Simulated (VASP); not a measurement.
The system is In3Cu.

```
In Cu
1.0
     4.48277    0.00000    0.00000
     0.00000    4.48277    0.00000
     0.00000    0.00000    4.48277
In Cu
3 1
Direct
  0.00000 0.50000 0.50000
  0.50000 0.00000 0.50000
  0.50000 0.50000 0.00000
  0.00000 0.00000 0.00000
```

Base run:

| Item | Value |
| --- | --- |
| Program | VASP 6.6.1 |
| Functional | revPBE |
| Potentials or basis | VASP PAW PBE potentials, release 64 (In_d, Cu) |
| Cutoff | 520 eV |
| k mesh | 5 × 5 × 5 |
| Occupations | gaussian, width 0.05 eV |
| Spin | no spin polarisation |

Its results: band gap on the k mesh zero (band 25 reaches 8.98 eV, above the bottom of band 26 at 6.12 eV); pressure 2.3 GPa.

The run is repeated on the same cell with these changes: functional from revPBE to LDA; potentials or basis from VASP PAW PBE potentials, release 64 (In_d, Cu) to VASP PAW LDA potentials, release 64 (In_d, Cu). What comes out?

Band gap on the k mesh zero (band 25 reaches 8.58 eV, above the bottom of band 26 at 5.68 eV); pressure -4.7 GPa.

Caveats: spin-orbit coupling is left out, which moves the levels of the heavy elements; the PAW data sets were made with another functional, which shifts forces and pressure a little (some runs).
